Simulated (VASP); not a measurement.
A run of VASP 6.6.1:

File INCAR:

```
PREC = Accurate ; ENCUT = 520
EDIFF = 1E-6 ; ISMEAR = -1
SIGMA = 0.02 ; LREAL = False
LASPH = True ; NELM = 100
ALGO = Normal ; ISIF = 2
LWAVE = False ; LCHARG = False
GGA = PE ; NBANDS = 21
```

The input KPOINTS:

```
regular mesh
0
Gamma
  8 8 8
```

The input POSCAR:

```
Al2BAs3
1.0
   -1.8848738041      5.7125556241      2.7321912951
    1.8848738041     -5.7125556241      2.7321912951
    1.8848738041      5.7125556241     -2.7321912951
B As Al
1 3 2
Direct
    0.0064792320      0.0064792320      0.0000000000
    0.7950374751      0.2950374751      0.5000000000
    0.3741051684      0.2235544825      0.1505506860
    0.0730037965      0.2235544825      0.8494493140
    0.6636432013      0.0006871640      0.6629560373
    0.3377311266      0.0006871640      0.3370439627
```

Potentials or basis: VASP PAW PBE potentials, release 64 (B, As, Al).

The run is started by

```console
$ cat potpaw_PBE.64/B/POTCAR potpaw_PBE.64/As/POTCAR potpaw_PBE.64/Al/POTCAR > POTCAR
$ mpirun -np 1 vasp_std > vasp.out
```

Hardware: 1 thread of AMD EPYC 7R13 Processor (Zen 3) (shared host).

How long does it take, and how much memory?

It took 5.8 min on 1 thread of AMD EPYC 7R13 Processor (Zen 3), on a shared host, peak memory 0.45 GiB. Counts: scf iterations 14, k points 95.
